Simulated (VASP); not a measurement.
A run of VASP 6.6.1:

Contents of INCAR:

```
PREC = Accurate
ENCUT = 520
EDIFF = 1E-6
ISMEAR = 0
SIGMA = 0.15
LREAL = False
LASPH = True
NELM = 100
ALGO = Fast
ISIF = 2
LWAVE = False
LCHARG = False
GGA = PS
NBANDS = 12
```

Contents of KPOINTS:

```
Automatic mesh
0
Gamma
  22 22 22
```

The input POSCAR:

```
Au
1.0
   -0.6467222448      1.7784861733      1.7784861733
    1.7784861733     -0.6467222448      1.7784861733
    1.7784861733      1.7784861733     -0.6467222448
Au
1
Direct
    0.0000000000      0.0000000000      0.0000000000
```

Potentials or basis: VASP PAW PBE potentials, release 64 (Au).

The run is started by

```bash
$ cat potpaw_PBE.64/Au/POTCAR > POTCAR
$ mpirun -np 1 vasp_std > vasp.out
```

Hardware: 1 thread of AMD EPYC 7571 (shared host).

Problem. Estimate the wall time of this run.

Solution. Run time: 3.6 min on 1 thread of AMD EPYC 7571, with other jobs on the host, peak memory 0.26 GiB. Counts: scf iterations 12, k points 1024.
